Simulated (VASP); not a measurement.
Set up this calculation in VASP 6.6.1, as the native input.

| Property | Result |
| --- | --- |
| Task | single point |
| Functional | r2SCAN |
| Potentials or basis | VASP PAW PBE potentials, release 64 (C) |
| Cutoff | 520 eV |
| k mesh | 12 × 12 × 12 |
| Occupations | gaussian, width 0.05 eV |
| Spin | no spin polarisation |
| Dipole correction | no |
| Further INCAR settings | ALGO = Normal; EDIFF = 1e-07; NBANDS = 11 |

C:

```
C
1.0
     0.00000    1.75604    1.75604
     1.75604    0.00000    1.75604
     1.75604    1.75604    0.00000
C
2
Direct
  0.00000 0.00000 0.00000
  0.25000 0.25000 0.25000
```

This cell differs from its parent crystal: volume scaled by 0.960.

One way to write it, as run:

POSCAR

```
C
1.0
    0.0000000000      1.7560435139      1.7560435139
    1.7560435139      0.0000000000      1.7560435139
    1.7560435139      1.7560435139      0.0000000000
C
2
Direct
    0.0000000000      0.0000000000      0.0000000000
    0.2500000000      0.2500000000      0.2500000000
```

INCAR.step1

```
SYSTEM = C
ALGO = Normal
EDIFF = 1E-4
ENCUT = 520
GGA = PE
ISMEAR = 0
LASPH = .True.
LCHARG = .False.
LREAL = .False.
LWAVE = .True.
NBANDS = 11
NELM = 60
PREC = Accurate
SIGMA = 0.05
```

INCAR.step2

```
SYSTEM = C
ALGO = Normal
EDIFF = 1E-7
ENCUT = 520
ISIF = 2
ISMEAR = 0
ISTART = 1
LASPH = .True.
LCHARG = .False.
LMIXTAU = .True.
LREAL = .False.
LWAVE = .False.
METAGGA = R2SCAN
NBANDS = 11
NELM = 60
PREC = Accurate
SIGMA = 0.05
```

KPOINTS

```
k-points
0
Gamma
  12 12 12
  0 0 0
```

Potentials or basis: VASP PAW PBE potentials, release 64 (C).

Run with:

```sh
$ cat potpaw_PBE.64/C/POTCAR > POTCAR
$ cp INCAR.step1 INCAR
$ mpirun -np 1 vasp_std > vasp.out
$ cp INCAR.step2 INCAR
$ mpirun -np 1 vasp_std > vasp.out
```

Results of the run:

```json
{
  "Pressure": "21.2 GPa",
  "Band gap on the k mesh": "4.45 eV, indirect (least direct gap 5.96 eV)"
}
```

Caveat: the PAW data sets were made with another functional, which shifts forces and pressure a little.

Wall time 20 s on 1 thread of Intel Xeon 6975P-C, on a shared host, peak memory 0.12 GiB.
